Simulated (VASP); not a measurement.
Input of a VASP 6.6.1 run:

Contents of INCAR:

```
SYSTEM = Hf
ALGO     = Normal         ! electronic algorithm
EDIFF    = 1E-6           ! SCF threshold, eV
EDIFFG   = -0.002         ! ionic threshold
ENCUT    = 600            ! plane-wave cutoff, eV
GGA      = CA             ! functional
IBRION   = 2              ! ionic algorithm
ISIF     = 3              ! what is computed and relaxed
ISMEAR   = -1             ! smearing method
LASPH    = .True.         ! aspherical terms in the spheres
LCHARG   = .False.        ! write CHGCAR
LREAL    = .False.        ! projectors in reciprocal space
LWAVE    = .False.        ! write WAVECAR
NELM     = 80             ! most SCF steps
NSW      = 100            ! ionic steps
PREC     = Accurate       ! precision mode
PSTRESS  = 100.0        
SIGMA    = 0.05           ! smearing width, eV
```

Contents of KPOINTS:

```
k-points
0
Gamma
  18 18 10
  0 0 0
```

Contents of POSCAR:

```
Hf
1.0
    3.1184126316      0.0000000000      0.0000000000
   -1.5592063158      2.7006245584      0.0000000000
    0.0000000000      0.0000000000      4.9463495682
Hf
2
Direct
    0.3333333333      0.6666666667      0.2500000000
    0.6666666667      0.3333333333      0.7500000000
```

Potentials or basis: VASP PAW LDA potentials, release 64 (Hf_pv).

The run is started by

```sh
$ cat potpaw_LDA.64/Hf_pv/POTCAR > POTCAR
$ mpirun -np 1 vasp_std > vasp.out
```

Problem. What does it give for the relaxed cell?

Solution. a = 3.039 Å, b = 3.039 Å, c = 4.843 Å, α = 90.00°, β = 90.00°, γ = 120.00°.

Problem. Estimate the space group after relaxing (to 0.1 Å).

Solution. P6_3/mmc (No. 194).

Problem. Predict the relaxed volume.

Solution. 19.37 Å³/atom.

Problem. Estimate the band gap on the k mesh.

Solution. Zero (bands 10 and 11 overlap by 1.49 eV).

Step by step:
| step | energy change (eV) | largest force (eV/Å) | pressure (GPa) | volume (Å³) |
| --- | --- | --- | --- | --- |
| 1 | 0.0000 | 0.0000 | 0.08 | 41.66 |
| 2 | 0.6427 | 0.0000 | 32.43 | 34.36 |
| 3 | 0.0812 | 0.0000 | 9.61 | 38.84 |
| 4 | 0.0867 | 0.0000 | 9.98 | 38.75 |
| 5 | 0.0903 | 0.0000 | 10.19 | 38.70 |
| 6 | 0.0830 | 0.0000 | 9.73 | 38.81 |
| 7 | 0.0842 | 0.0000 | 9.81 | 38.79 |
| 8 | 0.0885 | 0.0000 | 10.07 | 38.72 |
| 9 | 0.0874 | 0.0000 | 10.00 | 38.74 |

Caveat: the cell is relaxed towards a set pressure, so the run minimises the enthalpy, not the energy; spin-orbit coupling is left out, which moves the levels of the heavy elements. LDA usually gives volumes a few per cent too small.
